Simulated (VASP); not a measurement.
Write the native input for VASP 6.6.1 that does the following.

| Property | Result |
| --- | --- |
| Task | relaxation of cell and atoms |
| Functional | RPBE |
| Potentials or basis | VASP PAW PBE potentials, release 64 (Cs_sv, I) |
| Cutoff | 500 eV |
| k mesh | 6 × 6 × 6 |
| Occupations | fermi-dirac, width 0.05 eV |
| Spin | no spin polarisation |
| Dipole correction | no |
| Further INCAR settings | ALGO = Normal; EDIFF = 1e-07; IBRION = 2; EDIFFG = -0.01; NSW = 80; ISIF = 3 |

The structure of CsI lies in POSCAR:

```
CsI
1.0
    4.5667000000      0.0000000000      0.0000000000
    0.0000000000      4.5667000000      0.0000000000
    0.0000000000      0.0000000000      4.5667000000
Cs I
1 1
Direct
    0.0000000000      0.0000000000      0.0000000000
    0.5000000000      0.5000000000      0.5000000000
```

These files were run (other wordings do the same):

INCAR

```
ALGO = Normal ; EDIFF = 1E-7
EDIFFG = -0.01 ; ENCUT = 500
GGA = RP ; GGA_COMPAT = F
IBRION = 2 ; ISIF = 3
ISMEAR = -1 ; LASPH = T
LCHARG = F ; LREAL = F
LWAVE = F ; NELM = 120
NELMIN = 4 ; NSW = 80
PREC = Accurate ; SIGMA = 0.05
```

KPOINTS

```
k-points
0
Gamma
  6 6 6
```

Potentials or basis: VASP PAW PBE potentials, release 64 (Cs_sv, I).

Command:

```bash
$ cat potpaw_PBE.64/Cs_sv/POTCAR potpaw_PBE.64/I/POTCAR > POTCAR
$ mpirun -np 1 vasp_std > vasp.out
```

It gave:

* Relaxed volume: 57.61 Å³/atom
* Relaxed cell: a = 4.866 Å, b = 4.866 Å, c = 4.866 Å, α = 90.00°, β = 90.00°, γ = 90.00°
* Space group after relaxing (to 0.1 Å): Pm-3m (No. 221)
* Energy gained by relaxing: 54.9 meV/atom
* Ionic steps: 4
* Pressure after relaxing: 0.0 GPa
* Band gap on the k mesh: 3.63 eV (least direct gap 3.73 eV)

Caveat: the volume moved by over 15 % at a fixed basis, so the end points are rough; the PAW data sets were made with another functional, which shifts forces and pressure a little; spin-orbit coupling is left out, which moves the levels of the heavy elements.

It took 2.4 min on 1 thread of Intel Xeon 8259CL, on a shared host, peak memory 0.22 GiB.
